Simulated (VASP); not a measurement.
Runs of VASP 6.6.1 on LaZn. The structure is that of space group Pm-3m (No. 221), or close to it. The cells are those of the table. 

| task | cell | gap on the mesh (eV) | pressure (GPa) |
| --- | --- | --- | --- |
| single point | a = 3.824 Å, 2 atoms | none | (a) |
| electric field gradients | a = 3.750 Å, angles 89.4°, 2 atoms | none | -4.0 |
| electric field gradients | a = 3.750 Å, angles 90.6°, 2 atoms | none | -4.0 |
| electric field gradients | a = 3.673 Å, 2 atoms | none | -1.1 |
| single point | a = 3.699 Å, 2 atoms | none | -2.2 |
| single point | a = 3.725 Å, 2 atoms | none | -3.2 |
| electric field gradients | a = 3.699 Å, 2 atoms | none | -2.2 |
| electric field gradients | a = 3.750 Å, angles 88.8°, 2 atoms | none | -3.9 |

Alike in all rows: level LDA; potentials or basis VASP PAW LDA potentials, release 64 (La, Zn); no spin polarisation; k mesh 9 × 9 × 9; cutoff (eV) 520; smearing fermi-dirac 0.05 eV.

Fill in the values left out.

(a) -6.1.

Caveats: spin-orbit coupling is left out, which moves the levels of the heavy elements.

A k mesh can miss the band edges, and the runs leave out spin-orbit coupling on La.

A gap of «none» marks levels without a gap at the run's occupations.
